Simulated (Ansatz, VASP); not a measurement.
# Two plane-wave programs on TaMo2C3

```
CELL_PARAMETERS angstrom
3.04026 0.00000 0.00000
-1.52013 2.63295 0.00000
0.00000 0.00000 15.97110
ATOMIC_POSITIONS crystal
Ta 0.00000 0.00000 0.00000
Ta 0.00000 0.00000 0.50000
Mo 0.33333 0.66667 0.66271
Mo 0.33333 0.66667 0.83729
Mo 0.66667 0.33333 0.16271
Mo 0.66667 0.33333 0.33729
C 0.66667 0.33333 0.91683
C 0.33333 0.66667 0.08317
C 0.66667 0.33333 0.75000
C 0.66667 0.33333 0.58317
C 0.33333 0.66667 0.41683
C 0.33333 0.66667 0.25000
```

Alike in both runs: functional PBE; k mesh 12 × 12 × 2; occupations gaussian, width 0.1 eV; no spin polarisation.

Ansatz relaxed the structure, and its values are those at the end. VASP's run is a single point on that final structure, the one shown.

```csv
,VASP,Ansatz
version,VASP 6.6.1,Ansatz 0.2.0
potentials or method,"VASP PAW PBE potentials, release 64 (Ta_pv, Mo_sv, C), cutoff 520 eV","scalar-relativistic, plane waves, PAW"
valence electrons in the cell,102,106
```

```csv
,VASP,Ansatz,Ansatz less VASP
gap on the k mesh at the Fermi level (eV),none,none,-
pressure (GPa),0.6,0.0,-0.63
rms of the force components (eV/Å),0.008,0.000,-0.0074
```

A gap of «none» marks a metal or a gap that the smearing closes. VASP's potentials hold 102 valence electrons a cell and Ansatz's 106, so a difference there can come from the potentials and not from the codes.

Neither program's run includes spin-orbit coupling.
